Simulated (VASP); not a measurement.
A run of VASP 6.6.1 is set up as follows.

File INCAR:

```
SYSTEM = Ti
PREC = Accurate
ENCUT = 520
EDIFF = 1E-6
ISMEAR = 0
SIGMA = 0.012
LREAL = .FALSE.
LASPH = .TRUE.
NELM = 60
ALGO = Normal
ISIF = 2
LWAVE = .FALSE.
LCHARG = .TRUE.
GGA = PE
LELF = .TRUE.
LVHAR = .TRUE.
NBANDS = 12
```

Contents of KPOINTS:

```
regular mesh
0
G
  11 11 11
  0 0 0
```

File POSCAR:

```
Ti
1.0
    0.0000000000      2.0300000000      2.0300000000
    2.0300000000      0.0000000000      2.0300000000
    2.0300000000      2.0300000000      0.0000000000
Ti
1
Direct
    0.0000000000      0.0000000000      0.0000000000
```

Potentials or basis: VASP PAW PBE potentials, release 64 (Ti_sv).

Launch:

```bash
$ cat potpaw_PBE.64/Ti_sv/POTCAR > POTCAR
$ mpirun -np 1 vasp_std > vasp.out
```

Task: Predict the pressure.

Result: 3.5 GPa.

Task: What does it give for the band gap on the k mesh?

Result: Zero (band 6 reaches 9.54 eV, above the bottom of band 7 at 8.35 eV).
